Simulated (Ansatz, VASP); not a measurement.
# GaN in VASP and in Ansatz

```
Ga N
1.0
     2.13413   -2.13413    0.00000
     2.13413    0.00000   -2.13413
     8.53652    8.53652    8.53652
Ga N
6 6
Direct
  0.00000 0.00000 0.50000
  0.33333 0.33333 0.33333
  0.66667 0.66667 0.66667
  0.00000 0.00000 0.00000
  0.33333 0.33333 0.83333
  0.66667 0.66667 0.16667
  0.66667 0.66667 0.41667
  0.00000 0.00000 0.25000
  0.33333 0.33333 0.58333
  0.66667 0.66667 0.91667
  0.00000 0.00000 0.75000
  0.33333 0.33333 0.08333
```

Alike in both runs: task single point; functional PBE; k mesh 13 × 13 × 3; occupations gaussian, width 0.05 eV; no spin polarisation.

```csv
,VASP,Ansatz
version,VASP 6.6.1,Ansatz 0.2.0
potentials or method,"VASP PAW PBE potentials, release 64 (Ga_d, N), cutoff 520 eV","scalar-relativistic, plane waves, PAW"
valence electrons in the cell,108,108
```

Ansatz gave:

| Item | Value |
| --- | --- |
| gap on the k mesh at the Fermi level (eV) | 0.52 |
| least direct gap on the mesh (eV) | 0.69 |
| pressure (GPa) | 0.0 |

Task: What did VASP give for the same quantities?

Result: gap on the k mesh at the Fermi level (eV): 0.51; least direct gap on the mesh (eV): 0.69; pressure (GPa): 0.8.
